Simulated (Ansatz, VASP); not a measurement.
**One calculation of SiC, two programs**

```xyz
2
Lattice="0.0000 2.1781 2.1781 2.1781 0.0000 2.1781 2.1781 2.1781 0.0000" Properties=species:S:1:pos:R:3 pbc="T T T"
Si    0.0000    0.0000    0.0000
C     3.1612    3.1612    3.5672
```

Alike in both runs: task single point; functional r2SCAN; k mesh 10 × 10 × 10; occupations gaussian, width 0.05 eV; no spin polarisation.

|  | VASP | Ansatz |
| --- | --- | --- |
| version | VASP 6.6.1 | Ansatz 0.2.0 |
| potentials or method | VASP PAW PBE potentials, release 64 (Si, C), cutoff 520 eV | scalar-relativistic, plane waves, PAW |
| valence electrons in the cell | 8 | 8 |

```csv
,VASP,Ansatz,Ansatz less VASP
gap on the k mesh at the Fermi level (eV),0.39,0.38,-0.005
least direct gap on the mesh (eV),4.32,4.31,-0.014
pressure (GPa),17.2,17.7,+0.45
"traceless stress, the component that is largest in VASP (GPa)",26.68,26.99,+0.312
rms of the force components (eV/Å),5.554,5.580,+0.0258
```

VASP's potentials were made for PBE, not for r2SCAN. Atom by atom the forces differ by 0.026 eV/Å (rms over components). The functional is the same, so the differences come from potentials, cutoffs and numerics.
